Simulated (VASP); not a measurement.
# Ge (I4_1/amd) in VASP: a series of runs, part 2 of 2

VASP 6.6.1. Earlier steps stand in the parts before.

## 3. Single point, PBE (strain -0.040 along x and y, +0.000 along z)

File INCAR:

```
SYSTEM = Ge
ALGO = Normal
EDIFF = 1E-6
ENCUT = 500
GGA = PE
GGA_COMPAT = .False.
ISIF = 2
ISMEAR = 0
LASPH = .True.
LCHARG = .True.
LELF = .True.
LREAL = .False.
LVHAR = .True.
LWAVE = .False.
NBANDS = 21
NELM = 120
PREC = Accurate
SIGMA = 0.15
```

File KPOINTS:

```
k-points
0
Gamma
  14 14 14
  0 0 0
```

File POSCAR:

```
Ge
1.0
    0.0000000000      2.7156192000      2.8287700000
    2.7156192000      0.0000000000      2.8287700000
    2.7156192000      2.7156192000      0.0000000000
Ge
2
Direct
    0.5000000000      0.5000000000      0.5000000000
    0.7500000000      0.7500000000      0.7500000000
```

Potentials or basis: VASP PAW PBE potentials, release 64 (Ge_d).

On the command line:

```
$ cat potpaw_PBE.64/Ge_d/POTCAR > POTCAR
$ mpirun -np 1 vasp_std > vasp.out
```

OUTCAR:

```text
SYSTEM = Ge
   EDIFF = 1E-6
   ENCUT = 500
   GGA = PE
   ISIF = 2
   ISMEAR = 0
   LASPH = .True.
   LREAL = .False.
   NELM = 120
   PREC = Accurate

 ion  position               nearest neighbor table
   1  0.500  0.500  0.500-   2 2.38   2 2.38   2 2.38   2 2.38
   2  0.750  0.750  0.750-   1 2.38   1 2.38   1 2.38   1 2.38

  LATTYP: Found a body centered tetragonal cell.
 ALAT       =     3.8404655029
 C/A-ratio  =     1.4731391275

  Lattice vectors:

 A1 = (  -2.7156192000,   0.0000000000,   2.8287700000)
 A2 = (   2.7156192000,   0.0000000000,   2.8287700000)
 A3 = (   0.0000000000,   2.7156192000,  -2.8287700000)

Analysis of symmetry for initial positions (statically):
=====================================================================
 Subroutine PRICEL returns:
 Original cell was already a primitive cell.

 Routine SETGRP: Setting up the symmetry group for a
 body centered tetragonal supercell.

 Subroutine GETGRP returns: Found 16 space group operations
 (whereof  8 operations were pure point group operations)
 out of a pool of 16 trial point group operations.

The static configuration has the point symmetry D_2d.
 The point group associated with its full space group is D_4h.

Analysis of symmetry for dynamics (positions and initial velocities):
=====================================================================
 Subroutine PRICEL returns:
 Original cell was already a primitive cell.

 Routine SETGRP: Setting up the symmetry group for a
 body centered tetragonal supercell.

 Subroutine GETGRP returns: Found 16 space group operations
 (whereof  8 operations were pure point group operations)
 out of a pool of 16 trial point group operations.

The dynamic configuration has the point symmetry D_2d.
 The point group associated with its full space group is D_4h.

 Subroutine INISYM returns: Found 16 space group operations
 (whereof  8 operations are pure point group operations),
 and found     1 'primitive' translations

----------------------------------------------------------------------------------------
[... 112 lines left out ...]
     AMIX     =   0.40;   BMIX     =  1.00
     AMIX_MAG =   1.60;   BMIX_MAG =  1.00
  volume/ion in A,a.u.               =      20.86       140.78
  Fermi-wavevector in a.u.,A,eV,Ry     =   1.433306  2.708556 27.951364  2.054367
  Thomas-Fermi vector in A             =   2.552839
   LORBIT       =      0    0 simple, 1 ext, 2 COOP (PROOUT), +10 PAW based schemes
   GGA     = PE    functional components
   LHFCALC =     F    Hartree Fock is set to
   AEXX    =    0.0000 exact exchange contribution
   IVDW    =     0    specifies the selected vdW correction
   LEPSILON=     F    determine dielectric tensor
   LRPA    =     F    only Hartree local field effects (RPA)
 non-spin polarized calculation
 Gauss-broadening in eV      SIGMA  =   0.15
  energy-cutoff  :      500.00
  volume of cell :       41.72
 maximum number of plane-waves:      1074
 NGX is ok and might be reduce to    30
   NGX = 15   NGY = 15   NGZ = 13

 number of electron      28.0000005 magnetization

 Free energy of the ion-electron system (eV)
  ---------------------------------------------------
  ext. energy  EPLUGINS =         0.00000000
  ---------------------------------------------------
  free energy    TOTEN  =        -8.84053272 eV

  energy without entropy =       -8.84029692  energy(sigma->0) =       -8.84041482

 E-fermi :   6.0197     XC(G=0): -10.3217

 val. band max:        5.9444265319   @ k =   0.0000   0.0000   0.0000
 cond. band min:       6.1510876653   @ k =   0.4286   0.0000   0.4286
 fundamental gap:      0.2066611334
 Fermi energy:         6.0196936644

 k-point     1 :       0.0000    0.0000    0.0000
  band No.  band energies     occupation
      1     -19.1287      2.00000
      2     -19.1287      2.00000
      3     -19.1158      2.00000
      4     -19.0848      2.00000
      5     -19.0783      2.00000
      6     -18.8366      2.00000
[... 565 lines left out ...]
     20      15.4566      0.00000
     21      15.9916      0.00000

 [... further k-points ...]

------------------------ aborting loop because EDIFF is reached ----------------------------------------

  FORCE on cell =-STRESS in cart. coord.  units (eV):
  Direction    XX          YY          ZZ          XY          YZ          ZX
  --------------------------------------------------------------------------------------
  -------------------------------------------------------------------------------------
  Total        3.1404762      3.1404762      2.2875585      0.0000000      0.0000000      0.0000000
  in kB      120.5981702    120.5981702     87.8450736      0.0000000      0.0000000      0.0000000
  external PRESSURE =     109.6804713 kB  Pullay stress =       0.0000000 kB

 VOLUME and BASIS-vectors are now :
 -----------------------------------------------------------------------------
  energy-cutoff  :      500.00
  volume of cell :       41.72
      direct lattice vectors                 reciprocal lattice vectors
     0.000000000  2.715619200  2.828770000    -0.184120071  0.184120071  0.176755268
     2.715619200  0.000000000  2.828770000     0.184120071 -0.184120071  0.176755268
     2.715619200  2.715619200  0.000000000     0.184120071  0.184120071 -0.176755268

 POSITION                                       TOTAL-FORCE (eV/Angst)
 -----------------------------------------------------------------------------------
      2.71562      2.71562      2.82877         0.000000      0.000000      0.000000
      4.07343      4.07343      4.24315        -0.000000     -0.000000     -0.000000
 -----------------------------------------------------------------------------------
    total drift:                                0.000000     -0.000000     -0.000000

  FREE ENERGIE OF THE ION-ELECTRON SYSTEM (eV)
  ---------------------------------------------------
  free  energy   TOTEN  =        -8.8405327175 eV

  energy  without entropy=       -8.8402969193  energy(sigma->0) =       -8.84041482
```

OSZICAR:

```text
N       E                     dE             d eps       ncg     rms          rms(c)
DAV:   1     0.190049567312E+03    0.19005E+03   -0.14231E+04 11561   0.367E+03
DAV:   2     0.180418786934E+02   -0.17201E+03   -0.16646E+03 10283   0.613E+02
DAV:   3    -0.810396053138E+01   -0.26146E+02   -0.25972E+02 11733   0.141E+02
DAV:   4    -0.894278705092E+01   -0.83883E+00   -0.83841E+00 11551   0.297E+01
DAV:   5    -0.895584845311E+01   -0.13061E-01   -0.13061E-01 11768   0.409E+00    0.357E+00
DAV:   6    -0.887814221830E+01    0.77706E-01   -0.26215E-02 11942   0.135E+00    0.211E+00
DAV:   7    -0.883867156182E+01    0.39471E-01   -0.59602E-02 12361   0.199E+00    0.151E-01
DAV:   8    -0.884035367676E+01   -0.16821E-02   -0.55667E-03 11493   0.771E-01    0.447E-02
DAV:   9    -0.884052812667E+01   -0.17445E-03   -0.22773E-04 11628   0.139E-01    0.145E-02
DAV:  10    -0.884053117487E+01   -0.30482E-05   -0.13827E-05 13281   0.494E-02    0.647E-03
DAV:  11    -0.884053253299E+01   -0.13581E-05   -0.34942E-06  9486   0.179E-02    0.196E-03
DAV:  12    -0.884053271750E+01   -0.18450E-06   -0.22616E-07  7658   0.372E-03
   1 F= -.88405327E+01 E0= -.88404148E+01  d E =-.235798E-03
```

stdout:

```text
POSCAR found type information on POSCAR Ge
 POSCAR found :  1 types and       2 ions
 scaLAPACK will be used
 LDA part: xc-table for (Slater+PW92), standard interpolation
 POSCAR, INCAR and KPOINTS ok, starting setup
 FFT: planning ... GRIDC
 FFT: planning ... GRID_SOFT
 FFT: planning ... GRID
 WAVECAR not read
 entering main loop
```

Run time: 2.9 min. Hardware: 1 thread of Intel Xeon Platinum 8259CL at 2.50GHz (Skylake/Cascade Lake), shared host; peak memory 0.28 GiB.

What came out:

- Free energy: -8.8405 eV
- Pressure: 11.0 GPa
- Band gap on the k mesh: 0.21 eV (least direct gap 0.67 eV)

Levels at points of the mesh, in eV from the valence-band top:
```
           k point  band 12  band 13  band 14  band 15  band 16  band 17
(0.00, 0.00, 0.00)    -0.35     0.00     0.00     0.67     2.41     2.41
(0.50, 0.00, 0.00)    -8.12    -1.86    -1.45     0.29     3.57     3.81
(0.50, 0.50, 0.00)    -9.48    -3.28    -3.28     0.76     0.76    10.07
(0.50, 0.00, 0.50)    -9.25    -3.59    -3.59     0.40     0.40     9.98
```

Caveat: the cell differs from its parent crystal (strain -0.040 along x and y, +0.000 along z); the cell stands under pressure. A k mesh can miss the band edges.

## 4. Single point, PBE (strain +0.000 along x and y, +0.040 along z)

File INCAR:

```
SYSTEM = Ge
  PREC = Accurate
  ENCUT = 500
  EDIFF = 1E-6
  ISMEAR = 0
  SIGMA = 0.15
  LREAL = .False.
  LASPH = .True.
  NELM = 120
  ALGO = Normal
  ISIF = 2
  LWAVE = .False.
  LCHARG = .False.
  GGA = PE
  NBANDS = 21
  GGA_COMPAT = .False.
```

File KPOINTS:

```
Automatic mesh
0
Gamma
  14 14 14
  0 0 0
```

File POSCAR:

```
Ge
1.0
    0.0000000000      2.8287700000      2.9419208000
    2.8287700000      0.0000000000      2.9419208000
    2.8287700000      2.8287700000      0.0000000000
Ge
2
Direct
    0.5000000000      0.5000000000      0.5000000000
    0.7500000000      0.7500000000      0.7500000000
```

On the command line:

```
$ cat potpaw_PBE.64/Ge_d/POTCAR > POTCAR
$ mpirun -np 1 vasp_std > vasp.out
```

Wall time 4.5 min (1 thread of Intel Xeon 8259CL, shared host); peak memory 0.3 GiB.

The run converged. Its results:

```
Free energy            : -9.0241 eV
Pressure               : 0.8 GPa
Band gap on the k mesh : zero (bands 14 and 15 overlap by 0.06 eV)
```

Stress tensor (GPa, compression positive):
```
 1.73  0.00  0.00
 0.00  1.73  0.00
 0.00  0.00 -1.09
```

Levels at points of the mesh, in eV from the Fermi level:
```csv
k point,band 11,band 12,band 13,band 14,band 15,band 16,band 17,band 18
"(0.00, 0.00, 0.00)",-12.51,-0.37,-0.24,0.07,0.07,2.44,2.44,2.63
"(0.50, 0.00, 0.00)",-10.52,-7.46,-1.55,-1.21,0.00,3.61,3.80,7.09
"(0.50, 0.50, 0.00)",-8.90,-8.90,-2.79,-2.79,0.97,0.97,9.12,9.12
"(0.50, 0.00, 0.50)",-8.72,-8.72,-3.06,-3.06,0.67,0.67,9.09,9.09
```

Caveat: the cell differs from its parent crystal (strain +0.000 along x and y, +0.040 along z); semilocal functionals underestimate gaps, so a narrow gap can read as zero.

## 5. Overview

| cell | gap on the mesh (eV) | pressure (GPa) |
| --- | --- | --- |
| a = 4.241, b = 4.241, c = 4.161 Å, angles 60.6, 60.6, 58.7°, 2 atoms | none | -4.7 |
| a = 3.921, b = 3.921, c = 3.840 Å, angles 60.7, 60.7, 58.6°, 2 atoms | 0.21 | 11.0 |
| a = 4.081, b = 4.081, c = 4.000 Å, angles 60.7, 60.7, 58.7°, 2 atoms | none | 0.8 |

Alike in all rows: task single point; level PBE; potentials or basis VASP PAW PBE potentials, release 64 (Ge_d); no spin polarisation; k mesh 14 × 14 × 14; cutoff (eV) 500; smearing gaussian 0.15 eV.

Caveats: semilocal functionals underestimate gaps, so a narrow gap can read as zero (at least some runs); the cell stands under tension (at least some runs); the cell stands under pressure (at least some runs).

Total energies depend on the potentials used, so only differences within one code and one set of settings carry meaning.
